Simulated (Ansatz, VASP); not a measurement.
## Two plane-wave programs on Ti

```
Ti
1.0
    -1.62762    1.62762    1.38348
     1.62762   -1.62762    1.38348
     1.62762    1.62762   -1.38348
Ti
1
Direct
  0.00000 0.00000 0.00000
```

Change from the starting cell: engineering shear strain xy +0.0000, normal strain along z -0.1500.

Alike in both runs: task single point; functional PBE; k mesh 20 × 20 × 20; occupations gaussian, width 0.15 eV; no spin polarisation.

|  | VASP | Ansatz |
| --- | --- | --- |
| version | VASP 6.6.1 | Ansatz 0.2.0 |
| potentials or method | VASP PAW PBE potentials, release 64 (Ti_sv), cutoff 520 eV | scalar-relativistic, plane waves, PAW |
| valence electrons in the cell | 12 | 12 |

```tsv
	VASP	Ansatz	Ansatz less VASP
gap on the k mesh at the Fermi level (eV)	none	none	-
pressure (GPa)	22.0	22.5	+0.51
traceless stress, the component that is largest in VASP (GPa)	0.56	0.62	+0.061
```

A gap of «none» marks a metal or a gap that the smearing closes.
